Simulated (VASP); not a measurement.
# SiC (P6_3mc) in VASP: a series of runs, part 2 of 2

VASP 6.6.1. Earlier steps stand in the parts before.

## Step 4: Single point, PBE (c/a of the conventional cell at fixed volume 1.7722)

The input, INCAR:

```
SYSTEM = SiC
PREC = Accurate
ENCUT = 520
EDIFF = 1E-6
ISMEAR = 0
SIGMA = 0.05
LREAL = .False.
LASPH = .True.
NELM = 80
ALGO = Normal
ISIF = 2
LWAVE = .False.
LCHARG = .False.
GGA = PE
NBANDS = 16
```

The input, KPOINTS:

```
regular mesh
0
Gamma
  12 12 6
  0 0 0
```

The input, POSCAR:

```
SiC
1.0
    3.0137421920      0.0000000000      0.0000000000
   -1.5068710960      2.6099772987      0.0000000000
    0.0000000000      0.0000000000      5.3409539127
Si C
2 2
Direct
    0.3333333333      0.6666666667      0.0045639005
    0.6666666667      0.3333333333      0.5045639005
    0.3333333333      0.6666666667      0.3506168194
    0.6666666667      0.3333333333      0.8506168194
```

Potentials or basis: VASP PAW PBE potentials, release 64 (Si, C).

Started as:

```console
$ cat potpaw_PBE.64/Si/POTCAR potpaw_PBE.64/C/POTCAR > POTCAR
$ mpirun -np 1 vasp_std > vasp.out
```

OUTCAR:

```text
SYSTEM = SiC
   PREC = Accurate
   ENCUT = 520
   EDIFF = 1E-6
   ISMEAR = 0
   LREAL = .False.
   LASPH = .True.
   NELM = 80
   ISIF = 2
   GGA = PE

 ion  position               nearest neighbor table
   1  0.333  0.667  0.005-   3 1.85   4 1.92   4 1.92   4 1.92
   2  0.667  0.333  0.505-   4 1.85   3 1.92   3 1.92   3 1.92
   3  0.333  0.667  0.351-   1 1.85   2 1.92   2 1.92   2 1.92
   4  0.667  0.333  0.851-   2 1.85   1 1.92   1 1.92   1 1.92

  LATTYP: Found a hexagonal cell.
 ALAT       =     3.0137421920
 C/A-ratio  =     1.7722000000

  Lattice vectors:

 A1 = (   3.0137421920,   0.0000000000,   0.0000000000)
 A2 = (  -1.5068710960,   2.6099772987,   0.0000000000)
 A3 = (   0.0000000000,   0.0000000000,   5.3409539127)

Analysis of symmetry for initial positions (statically):
=====================================================================
 Subroutine PRICEL returns:
 Original cell was already a primitive cell.

 Routine SETGRP: Setting up the symmetry group for a
 hexagonal supercell.

 Subroutine GETGRP returns: Found 12 space group operations
[... 175 lines left out ...]
 cond. band min:       9.4554875878   @ k =   0.3333   0.3333   0.0000
 fundamental gap:      0.7400378684
 Fermi energy:         9.0024231210

 k-point     1 :       0.0000    0.0000    0.0000
  band No.  band energies     occupation
      1      -7.3283      2.00000
      2      -4.1281      2.00000
      3      -1.2260      2.00000
      4       6.7734      2.00000
      5       7.6210      2.00000
      6       7.6210      2.00000
[... 433 lines left out ...]
      3       0.6602      2.00000
      4       2.4556      2.00000
      5       3.5287      2.00000
      6       5.8276      2.00000
[... 8 lines left out ...]
     15      19.1206      0.00000
     16      20.2161      0.00000

 [... further k-points ...]

------------------------ aborting loop because EDIFF is reached ----------------------------------------

  FORCE on cell =-STRESS in cart. coord.  units (eV):
  Direction    XX          YY          ZZ          XY          YZ          ZX
  --------------------------------------------------------------------------------------
  -------------------------------------------------------------------------------------
  Total        2.3973146      2.3973146     -5.3845668     -0.0000000      0.0000000      0.0000000
  in kB       91.4268896     91.4268896   -205.3523568     -0.0000000      0.0000000      0.0000000
  external PRESSURE =      -7.4995259 kB  Pullay stress =       0.0000000 kB

 VOLUME and BASIS-vectors are now :
 -----------------------------------------------------------------------------
  energy-cutoff  :      520.00
  volume of cell :       42.01
      direct lattice vectors                 reciprocal lattice vectors
     3.013742192  0.000000000  0.000000000     0.331813386  0.191572547  0.000000000
    -1.506871096  2.609977299  0.000000000     0.000000000  0.383145095  0.000000000
     0.000000000  0.000000000  5.340953913     0.000000000  0.000000000  0.187232471

 POSITION                                       TOTAL-FORCE (eV/Angst)
 -----------------------------------------------------------------------------------
     -0.00000      1.73998      0.02438         0.000000     -0.000000     -2.420632
      1.50687      0.86999      2.69485         0.000000      0.000000     -2.420632
     -0.00000      1.73998      1.87263         0.000000     -0.000000      2.420632
      1.50687      0.86999      4.54311        -0.000000      0.000000      2.420632
 -----------------------------------------------------------------------------------
    total drift:                               -0.000000      0.000000      0.000294

  FREE ENERGIE OF THE ION-ELECTRON SYSTEM (eV)
  ---------------------------------------------------
  free  energy   TOTEN  =       -29.5642839822 eV

  energy  without entropy=      -29.5642839822  energy(sigma->0) =      -29.56428398
```

stdout:

```text
POSCAR found type information on POSCAR SiC
 POSCAR found :  2 types and       4 ions
 scaLAPACK will be used
 LDA part: xc-table for (Slater+PW92), standard interpolation
 POSCAR, INCAR and KPOINTS ok, starting setup
 FFT: planning ... GRIDC
 FFT: planning ... GRID_SOFT
 FFT: planning ... GRID
 WAVECAR not read
 entering main loop
```

Wall time 78 s (1 thread of AMD EPYC 7R43 (Zen 3), shared host); peak memory 0.14 GiB.

Results:

```yaml
Free_energy: -29.5643 eV
Pressure: -0.7 GPa
Largest_force: 2.421 eV/Å
Band_gap_on_the_k_mesh: 0.74 eV, indirect (least direct gap 3.59 eV)
```

Forces in eV/Å, atoms in the order of the input:
```
Si   0.000  0.000 -2.421
Si   0.000  0.000 -2.421
C    0.000  0.000  2.421
C    0.000  0.000  2.421
```

Caveat: forces of over 1 eV/Å act on the atoms, so gaps and moduli don't describe the material at rest.

## Step 5: Overview

| cell | gap on the mesh (eV) | pressure (GPa) | largest force (eV/Å) |
| --- | --- | --- | --- |
| a = 3.092, b = 3.092, c = 5.074 Å, angles 90.0, 90.0, 120.0°, 4 atoms | 0.78 | 7.5 | 6.25 |
| a = 3.149, b = 3.149, c = 4.892 Å, angles 90.0, 90.0, 120.0°, 4 atoms | 2.05 | 3.2 | 2.49 |
| a = 3.014, b = 3.014, c = 5.341 Å, angles 90.0, 90.0, 120.0°, 4 atoms | 0.74 | -0.7 | 2.42 |

Alike in all rows: task single point; level PBE; potentials or basis VASP PAW PBE potentials, release 64 (Si, C); no spin polarisation; k mesh 12 × 12 × 6; cutoff (eV) 520; smearing gaussian 0.05 eV.

Caveats: forces of over 1 eV/Å act on the atoms, so gaps and moduli don't describe the material at rest.

Absolute energies hang on the potentials; compare differences alone.
